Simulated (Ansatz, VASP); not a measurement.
## Two plane-wave programs on BaF2

```xyz
3
Lattice="0.0000 3.1225 3.1225 3.1225 0.0000 3.1225 3.1225 3.1225 0.0000" Properties=species:S:1:pos:R:3 pbc="T T T"
Ba    0.0000    0.0000    0.0000
F     1.5612    1.5612    1.5612
F     4.6837    4.6837    4.6837
```

Alike in both runs: task single point; functional revPBE; k mesh 6 × 6 × 6; occupations gaussian, width 0.05 eV; no spin polarisation.

|  | VASP | Ansatz |
| --- | --- | --- |
| version | VASP 6.6.1 | Ansatz 0.2.0 |
| potentials or method | VASP PAW PBE potentials, release 64 (Ba_sv, F), cutoff 600 eV | scalar-relativistic, plane waves, PAW |
| valence electrons in the cell | 24 | 24 |

Ansatz gave:

| Item | Value |
| --- | --- |
| gap on the k mesh at the Fermi level (eV) | 7.04 |
| least direct gap on the mesh (eV) | 7.11 |
| pressure (GPa) | 2.1 |

Task: Estimate VASP's values.

Result: gap on the k mesh at the Fermi level (eV): 6.97; least direct gap on the mesh (eV): 7.03; pressure (GPa): 3.0.

VASP's potentials were made for PBE, not for revPBE.

Neither program's run includes spin-orbit coupling.
